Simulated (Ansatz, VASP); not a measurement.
# Two plane-wave programs on Al3InSb4

```
CELL_PARAMETERS angstrom
4.51558 -0.03641 -0.04551
-0.03641 4.39393 -0.14949
-0.12861 -0.42249 12.33124
ATOMIC_POSITIONS crystal
Al 0.03141 0.04602 0.25556
Al 0.48661 0.48636 0.48192
Al 0.99585 0.01711 0.75847
In 0.46402 0.47586 0.99612
Sb 0.50673 0.96869 0.85558
Sb 0.01716 0.47136 0.12919
Sb 0.52252 0.03455 0.38710
Sb 0.97570 0.50004 0.63606
```

Change from the starting cell: cell x1, atoms moved at random (sigma 0.15 Å) and cell strained at random (1.5 %), then relaxed without symmetry.

Alike in both runs: task relaxation of cell and atoms; functional PBE; k mesh 4 × 4 × 1; occupations gaussian, width 0.1 eV; no spin polarisation.

|  | VASP | Ansatz |
| --- | --- | --- |
| version | VASP 6.6.1 | Ansatz 0.2.0 |
| potentials or method | VASP PAW PBE potentials, release 64 (Al, In_d, Sb), cutoff 600 eV | scalar-relativistic, plane waves, PAW |
| valence electrons in the cell | 42 | 82 |

Ansatz gave:

* gap on the k mesh at the Fermi level, each at its own relaxed structure (eV): 0.73
* relaxed volume (Å³/atom): 31.62
* relaxed cell length with the largest relative difference (Å): 12.483

Problem. Which values does VASP return?

Solution. gap on the k mesh at the Fermi level, each at its own relaxed structure (eV): 0.73; relaxed volume (Å³/atom): 31.69; relaxed cell length with the largest relative difference (Å): 12.499.

VASP's potentials hold 42 valence electrons a cell and Ansatz's 82, so a difference there can come from the potentials and not from the codes.

The k mesh is coarse, so the values compare programs but aren't converged. Spin-orbit coupling is off throughout.
